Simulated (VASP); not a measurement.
Wanted: the native input for a VASP 6.6.1 run.

```
Task                   : single point
Functional             : PBE
Potentials or basis    : VASP PAW PBE potentials, release 64 (Ti_sv, C)
Cutoff                 : 520 eV
k mesh                 : 11 × 11 × 7
Occupations            : fermi-dirac, width 0.05 eV
Spin                   : no spin polarisation
Dipole correction      : no
Further INCAR settings : ALGO = Normal; EDIFF = 1e-06; NBANDS = 24
```

The structure of TiC (NiAs type) lies in POSCAR:

```
TiC
1.0
    2.7596692806      0.0000000000      0.0000000000
   -1.3798346403      2.3899437030      0.0000000000
    0.0000000000      0.0000000000      5.0277677269
Ti C
2 2
Direct
    0.0000000000      0.0000000000      0.0000000000
    0.0000000000      0.0000000000      0.5000000000
    0.3333333333      0.6666666667      0.2500000000
    0.6666666667      0.3333333333      0.7500000000
```

The input as run:

INCAR

```
ALGO     = Normal         # electronic algorithm
EDIFF    = 1E-6           # SCF threshold, eV
ENCUT    = 520            # plane-wave cutoff, eV
GGA      = PE             # functional
ISIF     = 2              # what is computed and relaxed
ISMEAR   = -1             # smearing method
LASPH    = T              # aspherical terms in the spheres
LCHARG   = F              # write CHGCAR
LREAL    = F              # projectors in reciprocal space
LWAVE    = F              # write WAVECAR
NBANDS   = 24             # bands
NELM     = 60             # most SCF steps
PREC     = Accurate       # precision mode
SIGMA    = 0.05           # smearing width, eV
```

KPOINTS

```
k-points
0
Gamma
  11 11 7
```

Potentials or basis: VASP PAW PBE potentials, release 64 (Ti_sv, C).

Run with:

```bash
$ cat potpaw_PBE.64/Ti_sv/POTCAR potpaw_PBE.64/C/POTCAR > POTCAR
$ mpirun -np 1 vasp_std > vasp.out
```

It gave:

| Quantity | Value |
| --- | --- |
| Pressure | 99.6 GPa |
| Band gap on the k mesh | zero (band 16 reaches 13.27 eV, above the bottom of band 17 at 11.47 eV) |

Run time: 40 s on 1 thread of Intel(R) Xeon(R) Platinum 8488C (Sapphire Rapids), with other jobs on the host, peak memory 0.18 GiB.
